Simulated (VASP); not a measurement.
# Ni (P6/mmm) in VASP: notebook, part 2 of 2

VASP 6.6.1. The steps go on from the part before.

### Step 4. Single point, PBEsol, collinear spin, ferromagnetic start (11.44 Å³/atom)

This run uses another cell than the first one, of 11.44 Å³/atom.

INCAR reads:

```
SYSTEM = Ni
PREC = Accurate
ENCUT = 520
EDIFF = 1E-6
ISMEAR = -1
SIGMA = 0.05
LREAL = .FALSE.
LASPH = .TRUE.
NELM = 150
ALGO = Normal
ISIF = 2
LWAVE = .FALSE.
LCHARG = .FALSE.
ISPIN = 2
MAGMOM = 0.623 0.671 0.671
LORBIT = 11
LMAXMIX = 4
GGA = PS
NBANDS = 26
```

KPOINTS reads:

```
regular mesh
0
G
  10 10 15
  0 0 0
```

POSCAR reads:

```
Ni
1.0
    4.0298245752      0.0000000000      0.0000000000
   -2.0149122876      3.4899304549      0.0000000000
    0.0000000000      0.0000000000      2.4404464303
Ni
3
Direct
    1.0000000000      1.0000000000      0.0000000000
    0.3333333333      0.6666666667      0.5000000000
    0.6666666667      0.3333333333      0.5000000000
```

Potentials or basis: VASP PAW PBE potentials, release 64 (Ni).

Command:

```
cat potpaw_PBE.64/Ni/POTCAR > POTCAR
mpirun -np 1 vasp_std > vasp.out
```

OUTCAR:

```text
SYSTEM = Ni
   PREC = Accurate
   ENCUT = 520
   EDIFF = 1E-6
   ISMEAR = -1
   LREAL = .FALSE.
   LASPH = .TRUE.
   NELM = 150
   ISIF = 2
   ISPIN = 2
   LORBIT = 11
   GGA = PS

 ion  position               nearest neighbor table
   1  0.000  0.000  0.000-   2 2.63   3 2.63   2 2.63   3 2.63   2 2.63   2 2.63   3 2.63   3 2.63
                             3 2.63   3 2.63   2 2.63   2 2.63
   2  0.333  0.667  0.500-   3 2.33   3 2.33   3 2.33   1 2.63   1 2.63   1 2.63   1 2.63   1 2.63
                             1 2.63
   3  0.667  0.333  0.500-   2 2.33   2 2.33   2 2.33   1 2.63   1 2.63   1 2.63   1 2.63   1 2.63
                             1 2.63

  LATTYP: Found a hexagonal cell.
 ALAT       =     4.0298245752
 C/A-ratio  =     0.6055961953

  Lattice vectors:

 A1 = (   4.0298245752,   0.0000000000,   0.0000000000)
 A2 = (  -2.0149122876,   3.4899304549,   0.0000000000)
 A3 = (   0.0000000000,   0.0000000000,   2.4404464303)

Analysis of symmetry for initial positions (statically):
=====================================================================
 Subroutine PRICEL returns:
 Original cell was already a primitive cell.

 Routine SETGRP: Setting up the symmetry group for a
 hexagonal supercell.

 Subroutine GETGRP returns: Found 24 space group operations
 (whereof 24 operations were pure point group operations)
 out of a pool of 24 trial point group operations.

The static configuration has the point symmetry D_6h.

Analysis of symmetry for dynamics (positions and initial velocities):
=====================================================================
 Subroutine PRICEL returns:
 Original cell was already a primitive cell.

 Routine SETGRP: Setting up the symmetry group for a
 hexagonal supercell.

 Subroutine GETGRP returns: Found 24 space group operations
 (whereof 24 operations were pure point group operations)
 out of a pool of 24 trial point group operations.

The dynamic configuration has the point symmetry D_6h.

Analysis of structural, dynamic, and magnetic symmetry:
[... 154 lines left out ...]
  ---------------------------------------------------
  ext. energy  EPLUGINS =         0.00000000
  ---------------------------------------------------
  free energy    TOTEN  =       -17.91337732 eV

  energy without entropy =      -17.85845256  energy(sigma->0) =      -17.88591494

 E-fermi :   8.4974     XC(G=0): -13.1294

 val. band max:        8.4964855517   @ k =   0.2000  -0.0000   0.0667
 cond. band min:       8.4988665993   @ k =   0.2000  -0.0000   0.3333
 fundamental gap:      0.0023810476
 Fermi energy:         8.4973949687

 spin component 1

 k-point     1 :       0.0000    0.0000    0.0000
  band No.  band energies     occupation
      1      -0.2071      1.00000
      2       4.4763      1.00000
      3       5.5143      1.00000
      4       5.5143      1.00000
      5       5.5145      1.00000
      6       5.5145      1.00000
[... 685 lines left out ...]
     25      26.9871      0.00000
     26      27.9187      0.00000

 [... further k-points ...]

 spin component 2

 k-point     1 :       0.0000    0.0000    0.0000
  band No.  band energies     occupation
      1      -0.2158      1.00000
      2       5.0203      1.00000
      3       5.9977      1.00000
      4       5.9977      1.00000
      5       6.0380      1.00000
      6       6.0380      1.00000
[... 685 lines left out ...]
     25      27.0358      0.00000
     26      28.0136      0.00000

 [... further k-points ...]
[... 5 lines left out ...]
  --------------------------------------------------------------------------------------
  -------------------------------------------------------------------------------------
  Total       -3.0213216     -3.0213216     -2.8950931      0.0000000      0.0000000      0.0000000
  in kB     -141.0377406   -141.0377406   -135.1452929      0.0000000      0.0000000      0.0000000
  external PRESSURE =    -139.0735913 kB  Pullay stress =       0.0000000 kB

 VOLUME and BASIS-vectors are now :
 -----------------------------------------------------------------------------
  energy-cutoff  :      520.00
  volume of cell :       34.32
      direct lattice vectors                 reciprocal lattice vectors
     4.029824575  0.000000000  0.000000000     0.248149760  0.143269331  0.000000000
    -2.014912288  3.489930455  0.000000000     0.000000000  0.286538661  0.000000000
     0.000000000  0.000000000  2.440446430     0.000000000  0.000000000  0.409761094

 POSITION                                       TOTAL-FORCE (eV/Angst)
 -----------------------------------------------------------------------------------
      0.00000      0.00000      0.00000         0.000000      0.000000      0.000000
     -0.00000      2.32662      1.22022         0.000000     -0.000000      0.000000
      2.01491      1.16331      1.22022        -0.000000      0.000000      0.000000
 -----------------------------------------------------------------------------------
    total drift:                               -0.000000      0.000000      0.000000

  FREE ENERGIE OF THE ION-ELECTRON SYSTEM (eV)
  ---------------------------------------------------
  free  energy   TOTEN  =       -17.9133773207 eV

  energy  without entropy=      -17.8584525583  energy(sigma->0) =      -17.88591494

 total charge

# of ion       s       p       d       tot
------------------------------------------
    1        0.461   0.443   8.286   9.190
    2        0.495   0.467   8.313   9.275
    3        0.495   0.467   8.313   9.275
--------------------------------------------------
tot          1.451   1.377  24.911  27.740

 magnetization (x)

# of ion       s       p       d       tot
------------------------------------------
    1       -0.003  -0.022   0.645   0.620
    2       -0.006  -0.021   0.688   0.661
    3       -0.006  -0.021   0.688   0.661
--------------------------------------------------
tot         -0.015  -0.064   2.020   1.942
```

OSZICAR:

```text
N       E                     dE             d eps       ncg     rms          rms(c)
DAV:   1     0.172733925190E+03    0.17273E+03   -0.12839E+04 12160   0.160E+03
DAV:   2    -0.110654974340E+02   -0.18380E+03   -0.17049E+03 11670   0.286E+02
DAV:   3    -0.212645325234E+02   -0.10199E+02   -0.95689E+01 12632   0.859E+01
DAV:   4    -0.214265108759E+02   -0.16198E+00   -0.16178E+00 13688   0.104E+01
DAV:   5    -0.214319087689E+02   -0.53979E-02   -0.53972E-02 13926   0.170E+00    0.175E+01
DAV:   6    -0.194862725058E+02    0.19456E+01   -0.21254E+01 13022   0.788E+01    0.145E+01
DAV:   7    -0.208969479369E+02   -0.14107E+01   -0.20635E+01 13812   0.893E+01    0.247E+01
DAV:   8    -0.179376451280E+02    0.29593E+01   -0.93067E+00 14084   0.444E+01    0.331E+00
DAV:   9    -0.179175786611E+02    0.20066E-01   -0.36810E-01 14840   0.789E+00    0.173E+00
DAV:  10    -0.179164644274E+02    0.11142E-02   -0.41277E-02 13038   0.272E+00    0.881E-01
DAV:  11    -0.179138073135E+02    0.26571E-02   -0.37862E-03 18234   0.118E+00    0.405E-01
DAV:  12    -0.179134005974E+02    0.40672E-03   -0.23444E-03 15910   0.653E-01    0.117E-01
DAV:  13    -0.179133841139E+02    0.16483E-04   -0.23191E-04 16086   0.199E-01    0.633E-02
DAV:  14    -0.179133734045E+02    0.10709E-04   -0.35322E-05 16212   0.157E-01    0.300E-02
DAV:  15    -0.179133776463E+02   -0.42418E-05   -0.12649E-05 14124   0.603E-02    0.163E-02
DAV:  16    -0.179133773207E+02    0.32568E-06   -0.14817E-06  6500   0.316E-02
   1 F= -.17913377E+02 E0= -.17885915E+02  d E =-.549248E-01  mag=     1.9075
```

stdout:

```text
POSCAR found type information on POSCAR Ni
 POSCAR found :  1 types and       3 ions
 scaLAPACK will be used
 -----------------------------------------------------------------------------
|                                                                             |
|                                                                             |
|     You enforced a specific xc type in the INCAR file but a different       |
|     I HOPE YOU KNOW WHAT YOU ARE DOING!                                     |
|                                                                             |
 -----------------------------------------------------------------------------

 LDA part: xc-table for (Slater+PW92), standard interpolation
 POSCAR, INCAR and KPOINTS ok, starting setup
 FFT: planning ... GRIDC
 FFT: planning ... GRID_SOFT
 FFT: planning ... GRID
 WAVECAR not read
 entering main loop
```

It took 97 s on 1 thread of Intel Xeon 6975P-C (Granite Rapids), shared host; peak memory 0.25 GiB.

What came out:

```
Free energy                                           : -17.9134 eV
Pressure                                              : -13.9 GPa
Net moment                                            : 1.91 μB per cell
Site moments                                          : Ni +0.62, +0.66 (each value once) μB
Valence electrons inside the program's atomic spheres : Ni 9.19, 9.28 (each value once)
```

Levels at points of the mesh, in eV from the Fermi level:
Spin up:
| k point | band 14 | band 15 | band 16 | band 17 | band 18 | band 19 |
| --- | --- | --- | --- | --- | --- | --- |
| (0.00, 0.00, 0.00) | -1.46 | -0.45 | -0.45 | 5.83 | 5.83 | 5.86 |
| (0.50, 0.00, 0.00) | -0.73 | -0.69 | -0.67 | -0.49 | 0.13 | 5.86 |
Spin down:
```tsv
k point	band 11	band 12	band 13	band 14	band 15	band 16	band 17	band 18
(0.00, 0.00, 0.00)	-0.81	-0.81	-0.78	-0.78	0.26	0.26	6.10	6.10
(0.50, 0.00, 0.00)	-0.70	-0.25	-0.04	-0.02	0.00	0.08	0.10	0.29
```

Caveat: the cell stands under tension; the PAW data sets were made with another functional, which shifts forces and pressure a little.

### Step 5. Single point, PBEsol, collinear spin, ferromagnetic start (11.86 Å³/atom)

This run uses another cell than the first one, of 11.86 Å³/atom.

INCAR reads:

```
SYSTEM = Ni
ALGO = Normal
EDIFF = 1E-7
ENCUT = 520
GGA = PS
ISIF = 2
ISMEAR = -1
ISPIN = 2
LASPH = .True.
LCHARG = .False.
LMAXMIX = 4
LORBIT = 11
LREAL = .False.
LWAVE = .False.
MAGMOM = 0.623 0.671 0.671
NBANDS = 26
NELM = 150
PREC = Accurate
SIGMA = 0.05
```

KPOINTS reads:

```
k-points
0
Gamma
  10 10 15
  0 0 0
```

POSCAR reads:

```
Ni
1.0
    4.0789736212      0.0000000000      0.0000000000
   -2.0394868106      3.5324947773      0.0000000000
    0.0000000000      0.0000000000      2.4702109056
Ni
3
Direct
    1.0000000000      1.0000000000      0.0000000000
    0.3333333333      0.6666666667      0.5000000000
    0.6666666667      0.3333333333      0.5000000000
```

Command:

```
cat potpaw_PBE.64/Ni/POTCAR > POTCAR
mpirun -np 1 vasp_std > vasp.out
```

Wall time 1.7 min (1 thread of Intel Xeon 6975P-C (Granite Rapids), shared host); peak memory 0.25 GiB.

Results (log left out):

| Property | Result |
| --- | --- |
| Free energy | -17.7839 eV |
| Pressure | -18.6 GPa |
| Net moment | 1.94 μB per cell |
| Site moments | Ni +0.64, +0.68 (each value once) μB |
| Valence electrons inside the program's atomic spheres | Ni 9.13, 9.22 (each value once) |

Stress tensor (GPa, compression positive):
```
-18.83   0.00   0.00
  0.00 -18.83   0.00
  0.00   0.00 -18.04
```

Levels at points of the mesh, in eV from the Fermi level:
Spin up:
| k point | band 13 | band 14 | band 15 | band 16 | band 17 | band 18 | band 19 | band 20 |
| --- | --- | --- | --- | --- | --- | --- | --- | --- |
| (0.00, 0.00, 0.00) | -1.42 | -1.42 | -0.48 | -0.48 | 5.68 | 5.68 | 5.70 | 5.70 |
| (0.50, 0.00, 0.00) | -0.75 | -0.74 | -0.70 | -0.68 | -0.51 | 0.18 | 5.60 | 14.78 |
Spin down:
```
           k point  band 12  band 13  band 14  band 15  band 16  band 17
(0.00, 0.00, 0.00)    -0.77    -0.74    -0.74     0.25     0.25     5.93
(0.50, 0.00, 0.00)    -0.23    -0.03    -0.01     0.00     0.08     0.14
```

Caveat: the cell stands under tension; the PAW data sets were made with another functional, which shifts forces and pressure a little.

### Step 6. Overview

| task | spin | cell | k mesh | cutoff (eV) | smearing | gap on the mesh (eV) | pressure (GPa) | moment (μB) |
| --- | --- | --- | --- | --- | --- | --- | --- | --- |
| relaxation of cell and atoms | off | relaxed from a = 3.954, b = 3.954, c = 2.424 Å, angles 90.0, 90.0, 120.0°, 3 atoms | 9 × 9 × 13 | 600 | fermi-dirac 0.1 eV | none | 0.1 | - |
| single point | collinear, ferromagnetic start | a = 3.979, b = 3.979, c = 2.410 Å, angles 90.0, 90.0, 120.0°, 3 atoms | 10 × 10 × 15 | 520 | fermi-dirac 0.05 eV | none | -7.8 | 1.87 |
| single point | collinear, ferromagnetic start | a = 4.030, b = 4.030, c = 2.440 Å, angles 90.0, 90.0, 120.0°, 3 atoms | 10 × 10 × 15 | 520 | fermi-dirac 0.05 eV | none | -13.9 | 1.91 |
| single point | collinear, ferromagnetic start | a = 4.079, b = 4.079, c = 2.470 Å, angles 90.0, 90.0, 120.0°, 3 atoms | 10 × 10 × 15 | 520 | fermi-dirac 0.05 eV | none | -18.6 | 1.94 |

Alike in all rows: level PBEsol; potentials or basis VASP PAW PBE potentials, release 64 (Ni).

Caveats: the PAW data sets were made with another functional, which shifts forces and pressure a little; the cell stands under tension (at least some runs).

Absolute energies hang on the potentials; compare differences alone.
